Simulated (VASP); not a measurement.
# Ga8P7N (P1) in VASP: a series of runs

Runs on Ga8P7N. Level: PBEsol. Tasks: single point.

Everything below comes from runs of VASP 6.6.1. Logs are shortened: lines on timing, memory, paths and dates and some standing lists are left out, and cuts for length are marked.

## (1) The cell of the first run

The typed cell holds 16 atoms: a = 10.632 Å, b = 5.316 Å, c = 5.316 Å, α = 90.00°, β = 90.00°, γ = 90.00°.

## (2) Single point, PBEsol

The input, INCAR:

```
SYSTEM = Ga8P7N
PREC = Accurate ; ENCUT = 520
EDIFF = 1E-6 ; ISMEAR = -1
SIGMA = 0.05 ; LREAL = Auto
LASPH = .True. ; NELM = 80
ALGO = Normal ; ISIF = 2
LWAVE = .False. ; LCHARG = .False.
GGA = PS ; NBANDS = 86
NELECT = 146.0
```

The input, KPOINTS:

```
Automatic mesh
0
Gamma
  1 1 1
  0 0 0
```

The input, POSCAR:

```
Ga8P7N
1.0
   10.6324800000      0.0000000000      0.0000000000
    0.0000000000      5.3162400000      0.0000000000
    0.0000000000      0.0000000000      5.3162400000
Ga P N
8 7 1
Direct
    0.0047770000      0.9960740000      0.0173190000
    0.4961780000      0.9880320000      0.0033080000
    0.2531700000      0.5067550000      0.0036550000
    0.7413510000      0.4903570000      0.9971990000
    0.2406630000      0.9854480000      0.5030280000
    0.7552750000      0.0113520000      0.5098070000
    0.0067180000      0.4952590000      0.4923000000
    0.4878090000      0.4861520000      0.5242040000
    0.1378820000      0.2444680000      0.2365610000
    0.3726320000      0.7460250000      0.2586390000
    0.8724090000      0.7475160000      0.2467420000
    0.3695540000      0.2508780000      0.7495630000
    0.8747490000      0.2222300000      0.7433730000
    0.1338190000      0.7271240000      0.7464780000
    0.6225550000      0.7408520000      0.7342490000
    0.6384190000      0.2336890000      0.2579020000
```

Potentials or basis: VASP PAW PBE potentials, release 64 (Ga_d, P, N).

Launch:

```console
$ cat potpaw_PBE.64/Ga_d/POTCAR potpaw_PBE.64/P/POTCAR potpaw_PBE.64/N/POTCAR > POTCAR
$ mpirun -np 1 vasp_gam > vasp.out
```

OUTCAR:

```text
SYSTEM = Ga8P7N
   PREC = Accurate
   ENCUT = 520
   EDIFF = 1E-6
   ISMEAR = -1
   LREAL = Auto
   LASPH = .True.
   NELM = 80
   ISIF = 2
   GGA = PS
   NELECT = 146.0

 ion  position               nearest neighbor table
   1  0.005  0.996  0.017-   9 2.26  11 2.28  13 2.34  14 2.45
   2  0.496  0.988  0.003-  10 2.29  15 2.36  12 2.36
   3  0.253  0.507  0.004-  14 2.20   9 2.23  10 2.25  12 2.28
   4  0.741  0.490  0.997-  16 2.23  15 2.31  11 2.36  13 2.42
   5  0.241  0.985  0.503-  14 2.20   9 2.26  10 2.30  12 2.36
   6  0.755  0.011  0.510-  13 2.10  16 2.18  11 2.34  15 2.34
   7  0.007  0.495  0.492-  14 2.27  11 2.35   9 2.36  13 2.42
   8  0.488  0.486  0.524-  12 2.14  15 2.27  10 2.32
   9  0.138  0.244  0.237-   3 2.23   5 2.26   1 2.26   7 2.36
  10  0.373  0.746  0.259-   3 2.25   2 2.29   5 2.30   8 2.32
  11  0.872  0.748  0.247-   1 2.28   6 2.34   7 2.35   4 2.36
  12  0.370  0.251  0.750-   8 2.14   3 2.28   2 2.36   5 2.36
  13  0.875  0.222  0.743-   6 2.10   1 2.34   7 2.42   4 2.42
  14  0.134  0.727  0.746-   5 2.20   3 2.20   7 2.27   1 2.45
  15  0.623  0.741  0.734-   8 2.27   4 2.31   6 2.34   2 2.36
  16  0.638  0.234  0.258-   6 2.18   4 2.23

  LATTYP: Found a simple tetragonal cell.
 ALAT       =     5.3162400000
 C/A-ratio  =     2.0000000000

  Lattice vectors:

 A1 = (   0.0000000000,   5.3162400000,   0.0000000000)
 A2 = (   0.0000000000,   0.0000000000,   5.3162400000)
 A3 = (  10.6324800000,   0.0000000000,   0.0000000000)

Analysis of symmetry for initial positions (statically):
=====================================================================
 Subroutine PRICEL returns:
 Original cell was already a primitive cell.

 Routine SETGRP: Setting up the symmetry group for a
 simple tetragonal supercell.

 Subroutine GETGRP returns: Found  1 space group operations
 (whereof  1 operations were pure point group operations)
 out of a pool of 16 trial point group operations.

The static configuration has the point symmetry C_1 .

Analysis of symmetry for dynamics (positions and initial velocities):
=====================================================================
 Subroutine PRICEL returns:
 Original cell was already a primitive cell.

 Routine SETGRP: Setting up the symmetry group for a
 simple tetragonal supercell.

 Subroutine GETGRP returns: Found  1 space group operations
 (whereof  1 operations were pure point group operations)
 out of a pool of 16 trial point group operations.

The dynamic configuration has the point symmetry C_1 .

 Subroutine INISYM returns: Found  1 space group operations
 (whereof  1 operations are pure point group operations),
 and found     1 'primitive' translations

----------------------------------------------------------------------------------------

                                     Primitive cell

  volume of cell :     300.4995

  direct lattice vectors                    reciprocal lattice vectors
    10.632480000  0.000000000  0.000000000     0.094051435  0.000000000  0.000000000
     0.000000000  5.316240000  0.000000000     0.000000000  0.188102870  0.000000000
     0.000000000  0.000000000  5.316240000     0.000000000  0.000000000  0.188102870

  length of vectors
    10.632480000  5.316240000  5.316240000     0.094051435  0.188102870  0.188102870

  position of ions in fractional coordinates (direct lattice)
     0.004777000  0.996074000  0.017319000
     0.496178000  0.988032000  0.003308000
     0.253170000  0.506755000  0.003655000
     0.741351000  0.490357000  0.997199000
     0.240663000  0.985448000  0.503028000
     0.755275000  0.011352000  0.509807000
     0.006718000  0.495259000  0.492300000
     0.487809000  0.486152000  0.524204000
     0.137882000  0.244468000  0.236561000
     0.372632000  0.746025000  0.258639000
     0.872409000  0.747516000  0.246742000
     0.369554000  0.250878000  0.749563000
     0.874749000  0.222230000  0.743373000
     0.133819000  0.727124000  0.746478000
     0.622555000  0.740852000  0.734249000
     0.638419000  0.233689000  0.257902000

  ion indices of the primitive-cell ions
   primitive index   ion index
                 1           1
                 2           2
                 3           3
                 4           4
                 5           5
                 6           6
                 7           7
                 8           8
                 9           9
                10          10
                11          11
                12          12
                13          13
                14          14
                15          15
                16          16

----------------------------------------------------------------------------------------

 KPOINTS: Automatic mesh

Automatic generation of k-mesh.
 Grid dimensions read from file:
 generate k-points for:    1    1    1

 Generating k-lattice:

  Cartesian coordinates                     Fractional coordinates (reciprocal lattice)
     0.094051435  0.000000000  0.000000000     1.000000000  0.000000000  0.000000000
     0.000000000  0.188102870  0.000000000     0.000000000  1.000000000  0.000000000
     0.000000000  0.000000000  0.188102870     0.000000000  0.000000000  1.000000000

  Length of vectors
     0.094051435  0.188102870  0.188102870

  Shift w.r.t. Gamma in fractional coordinates (k-lattice)
     0.000000000  0.000000000  0.000000000

 Subroutine IBZKPT returns following result:
 ===========================================

 Found      1 irreducible k-points:

 Following reciprocal coordinates:
            Coordinates               Weight
  0.000000  0.000000  0.000000      1.000000
   k-points           NKPTS =      1   k-points in BZ     NKDIM =      1   number of bands    NBANDS=     86
   number of dos      NEDOS =    301   number of ions     NIONS =     16
   total plane-waves  NPLWV = 128000
   dimension x,y,z NGX =    80 NGY =   40 NGZ =   40
   dimension x,y,z NGXF=   160 NGYF=   80 NGZF=   80
   ions per type =               8   7   1
   NGX,Y,Z   is equivalent  to a cutoff of  12.51, 12.51, 12.51 a.u.
   NGXF,Y,Z  is equivalent  to a cutoff of  25.02, 25.02, 25.02 a.u.
 SYSTEM =  Ga8P7N
   PREC   = accura    normal or accurate (medium, high low for compatibility)
   ISTART =      0    job   : 0-new  1-cont  2-samecut
   ICHARG =      2    charge: 1-file 2-atom 10-const
   ISPIN  =      1    spin polarized calculation?
   LNONCOLLINEAR =      F non collinear calculations
   LSORBIT =      F    spin-orbit coupling
   LASPH  =      T    aspherical Exc in radial PAW
   ENCUT  =  520.0 eV  38.22 Ry    6.18 a.u.  19.77  9.88  9.88*2*pi/ulx,y,z
   NELM   =     80;   NELMIN=  2; NELMDL= -5     # of ELM steps
   EDIFF  = 0.1E-05   stopping-criterion for ELM
   LREAL  =      T    real-space projection
   EDIFFG = 0.1E-04   stopping-criterion for IOM
   NSW    =      0    number of steps for IOM
   IBRION =     -1    ionic relax: 0-MD 1-quasi-New 2-CG
   NFREE  =      0    steps in history (QN), initial steepest desc. (CG)
   ISIF   =      2    stress and relaxation
   ISYM   =      2    0-nonsym 1-usesym 2-fastsym
   POTIM  = 0.5000    time-step for ionic-motion
   TEBEG  =    0.0;   TEEND  =   0.0 temperature during run
   PSTRESS=    0.0 pullay stress
   NELECT =     146.0000    total number of electrons
   NUPDOWN=      -1.0000    fix difference up-down
   EMIN   =  10.00;   EMAX   =-10.00  energy-range for DOS
   EFERMI =   0.00;   METHOD = LEGACY
   ISMEAR =    -1;   SIGMA  =   0.05  broadening in eV -4-tet -1-fermi 0-gaus
   EFERMI_NEDOS =   21; number of points for ismear=-14 and -15
   IALGO  =     38    algorithm
   IMIX   =      4    mixing-type and parameters
     AMIX     =   0.40;   BMIX     =  1.00
     AMIX_MAG =   1.60;   BMIX_MAG =  1.00
  volume/ion in A,a.u.               =      18.78       126.74
  Fermi-wavevector in a.u.,A,eV,Ry     =   1.286998  2.432074 22.536198  1.656364
  Thomas-Fermi vector in A             =   2.419039
   LORBIT       =      0    0 simple, 1 ext, 2 COOP (PROOUT), +10 PAW based schemes
   GGA     = PS    functional components
   LHFCALC =     F    Hartree Fock is set to
   AEXX    =    0.0000 exact exchange contribution
   IVDW    =     0    specifies the selected vdW correction
   LEPSILON=     F    determine dielectric tensor
   LRPA    =     F    only Hartree local field effects (RPA)
 non-spin polarized calculation
  energy-cutoff  :      520.00
  volume of cell :      300.50
 maximum number of plane-waves:      4014
 NGX is ok and might be reduce to    80
   NGX = 39   NGY = 19   NGZ = 19

 number of electron     146.0000000 magnetization

 Free energy of the ion-electron system (eV)
  ---------------------------------------------------
  ext. energy  EPLUGINS =         0.00000000
  ---------------------------------------------------
  free energy    TOTEN  =       -61.26862414 eV

  energy without entropy =      -61.25638902  energy(sigma->0) =      -61.26250658

 E-fermi :   5.8719     XC(G=0): -10.3627

 val. band max:        5.6442631700   @ k =   0.0000   0.0000   0.0000
 cond. band min:       6.1130869103   @ k =   0.0000   0.0000   0.0000
 fundamental gap:      0.4688237403
 Fermi energy:         5.8719132629

 k-point     1 :       0.0000    0.0000    0.0000
  band No.  band energies     occupation
      1     -10.2548      2.00000
      2     -10.1928      2.00000
      3     -10.1494      2.00000
      4     -10.1107      2.00000
      5     -10.0955      2.00000
      6     -10.0754      2.00000
      7     -10.0646      2.00000
      8     -10.0268      2.00000
      9     -10.0218      2.00000
     10     -10.0192      2.00000
     11     -10.0110      2.00000
     12      -9.9984      2.00000
     13      -9.9875      2.00000
     14      -9.9767      2.00000
     15      -9.9723      2.00000
     16      -9.9621      2.00000
     17      -9.9438      2.00000
     18      -9.9337      2.00000
     19      -9.9269      2.00000
     20      -9.8830      2.00000
     21      -9.8243      2.00000
     22      -9.7687      2.00000
     23      -9.6647      2.00000
     24      -9.6584      2.00000
     25      -9.6126      2.00000
     26      -9.5998      2.00000
     27      -9.5859      2.00000
     28      -9.5769      2.00000
     29      -9.5511      2.00000
     30      -9.4971      2.00000
     31      -9.4892      2.00000
     32      -9.4709      2.00000
     33      -9.4574      2.00000
     34      -9.4460      2.00000
     35      -9.4210      2.00000
     36      -9.4101      2.00000
     37      -9.3800      2.00000
     38      -9.3622      2.00000
     39      -9.3262      2.00000
     40      -9.3145      2.00000
     41      -8.2915      2.00000
     42      -7.2682      2.00000
     43      -6.9494      2.00000
     44      -5.7324      2.00000
     45      -5.1101      2.00000
     46      -4.9466      2.00000
     47      -4.7724      2.00000
     48      -4.6538      2.00000
     49      -2.6846      2.00000
     50      -2.2156      2.00000
     51      -2.1929      2.00000
     52      -1.6411      2.00000
     53      -1.5746      2.00000
     54       0.7959      2.00000
     55       0.8606      2.00000
     56       0.9133      2.00000
     57       1.0465      2.00000
     58       1.0723      2.00000
     59       1.3231      2.00000
     60       1.7373      2.00000
     61       1.8493      2.00000
     62       1.8756      2.00000
     63       2.1565      2.00000
     64       2.2407      2.00000
     65       2.6872      2.00000
     66       3.0775      2.00000
     67       3.1161      2.00000
     68       3.2552      2.00000
     69       3.6371      2.00000
     70       4.8025      2.00000
     71       4.8495      2.00000
     72       5.2264      2.00000
     73       5.6443      1.97915
     74       6.1131      0.01595
     75       6.1762      0.00454
     76       6.3070      0.00033
     77       6.4270      0.00003
     78       6.7756      0.00000
     79       6.8161      0.00000
     80       7.0084      0.00000
     81       7.3663      0.00000
     82       8.3777      0.00000
     83       8.5176      0.00000
     84       8.6941      0.00000
     85       8.8597      0.00000
 [bands above 85 left out]

------------------------ aborting loop because EDIFF is reached ----------------------------------------

  FORCE on cell =-STRESS in cart. coord.  units (eV):
  Direction    XX          YY          ZZ          XY          YZ          ZX
  --------------------------------------------------------------------------------------
  -------------------------------------------------------------------------------------
  Total        9.2066903     40.6452844     40.3119513      5.0899522     -1.9292338      1.4909654
  in kB       49.0874400    216.7090345    214.9317976     27.1381697    -10.2861230      7.9494010
  external PRESSURE =     160.2427574 kB  Pullay stress =       0.0000000 kB

 VOLUME and BASIS-vectors are now :
 -----------------------------------------------------------------------------
  energy-cutoff  :      520.00
  volume of cell :      300.50
      direct lattice vectors                 reciprocal lattice vectors
    10.632480000  0.000000000  0.000000000     0.094051435  0.000000000  0.000000000
     0.000000000  5.316240000  0.000000000     0.000000000  0.188102870  0.000000000
     0.000000000  0.000000000  5.316240000     0.000000000  0.000000000  0.188102870

 POSITION                                       TOTAL-FORCE (eV/Angst)
 -----------------------------------------------------------------------------------
      0.05079      5.29537      0.09207        -0.629029     -0.641170     -1.196321
      5.27560      5.25262      0.01759         1.264341      0.831989      0.193273
      2.69182      2.69403      0.01943         1.056308      0.240499     -0.435945
      7.88240      2.60686      5.30135        -0.376873     -1.389132      1.190208
      2.55884      5.23888      2.67422         1.288611      0.231332      0.454511
      8.03045      0.06035      2.71026        -2.534580     -0.578793     -2.797523
      0.07143      2.63292      2.61718        -1.289342     -0.352130      0.034633
      5.18662      2.58450      2.78679         1.784160      0.564958     -1.952795
      1.46603      1.29965      1.25762        -0.427213      0.046287      0.672343
      3.96200      3.96605      1.37499        -0.007397      0.008899      0.178806
      9.27587      3.97397      1.31174         0.197045     -0.450140      0.220940
      3.92928      1.33373      3.98486        -0.928528     -1.819060      1.088857
      9.30075      1.18143      3.95195         1.673761      2.130833      1.525757
      1.42283      3.86557      3.96846        -1.184618      0.667699      0.495737
      6.61930      3.93855      3.90344        -0.175173      0.269507      0.520936
      6.78798      1.24235      1.37107         0.288525      0.238420     -0.193417
 -----------------------------------------------------------------------------------
    total drift:                                0.003907      0.002628     -0.002125

  FREE ENERGIE OF THE ION-ELECTRON SYSTEM (eV)
  ---------------------------------------------------
  free  energy   TOTEN  =       -61.2686241385 eV

  energy  without entropy=      -61.2563890211  energy(sigma->0) =      -61.26250658
```

Wall time 25 s (1 thread of Intel Xeon 6975P-C (Granite Rapids), shared host); peak memory 0.32 GiB.

What came out:

```
Free energy   : -61.2686 eV
Largest force : 3.819 eV/Å
```

Forces in eV/Å, atoms in the order of the input:
```
Ga  -0.629 -0.641 -1.196
Ga   1.264  0.832  0.193
Ga   1.056  0.240 -0.436
Ga  -0.377 -1.389  1.190
Ga   1.289  0.231  0.455
Ga  -2.535 -0.579 -2.798
Ga  -1.289 -0.352  0.035
Ga   1.784  0.565 -1.953
P   -0.427  0.046  0.672
P   -0.007  0.009  0.179
P    0.197 -0.450  0.221
P   -0.929 -1.819  1.089
P    1.674  2.131  1.526
P   -1.185  0.668  0.496
P   -0.175  0.270  0.521
N    0.289  0.238 -0.193
```

Caveat: the k points lie up to 1.18 Å⁻¹ apart; the cell carries a net charge on a neutralising background, which shifts energy and pressure; the cell is charged against a uniform background, so pressure and absolute levels hang on convention; the PAW data sets were made with another functional, which shifts forces and pressure a little.

## (3) Single point, PBEsol

The input, INCAR:

```
ALGO = Normal
EDIFF = 1E-6
ENCUT = 520
GGA = PS
ISIF = 2
ISMEAR = -1
ISYM = 0
LASPH = True
LCHARG = False
LREAL = Auto
LWAVE = False
NBANDS = 86
NELM = 80
PREC = Accurate
SIGMA = 0.05
```

The input, KPOINTS:

```
Automatic mesh
0
Gamma
  1 1 1
  0.25 0.25 0.25
```

POSCAR is that of step 2.

Potentials or basis: VASP PAW PBE potentials, release 64 (Ga_d, P, N).

Launch:

```console
$ cat potpaw_PBE.64/Ga_d/POTCAR potpaw_PBE.64/P/POTCAR potpaw_PBE.64/N/POTCAR > POTCAR
$ mpirun -np 1 vasp_std > vasp.out
```

Run time: 80 s. Hardware: 1 thread of Intel Xeon 6975P-C (Granite Rapids), shared host; peak memory 0.35 GiB.

It converged, with:

* Free energy: -78.4238 eV
* Pressure: 3.4 GPa
* Largest force: 4.202 eV/Å
* Band gap on the k mesh: 1.82 eV (least direct gap 1.86 eV)

Forces in eV/Å, atoms in the order of the input:
```
Ga  -0.194 -0.582 -1.116
Ga   1.749  1.285  0.756
Ga   0.704 -0.312 -0.024
Ga  -0.445 -1.677  1.390
Ga   1.061  0.657 -0.082
Ga  -2.746 -0.491 -3.143
Ga  -0.870 -0.614 -0.185
Ga   2.311 -0.019 -2.551
P   -1.103  0.144  0.710
P    0.528 -0.044  0.214
P    0.109 -0.462  0.322
P   -0.453 -1.805  1.039
P    1.741  2.402  1.730
P   -1.743  0.864  0.638
P   -0.054  0.428  0.594
N   -0.594  0.227 -0.292
```

Stress tensor (GPa, compression positive):
```
 2.44  2.38  0.70
 2.38  3.94 -0.18
 0.70 -0.18  3.69
```

Levels at points of the mesh, in eV from the valence-band top:
```
           k point  band 68  band 69  band 70  band 71  band 72  band 73  band 74  band 75  band 76  band 77
(0.25, 0.25, 0.25)    -1.58    -0.96    -0.79    -0.67    -0.33     1.82     2.07     2.57     2.70     2.82
```

Caveat: the k points lie up to 1.18 Å⁻¹ apart; the PAW data sets were made with another functional, which shifts forces and pressure a little; a shifted mesh leaves out Γ, where band edges can lie. A k mesh can miss the band edges.
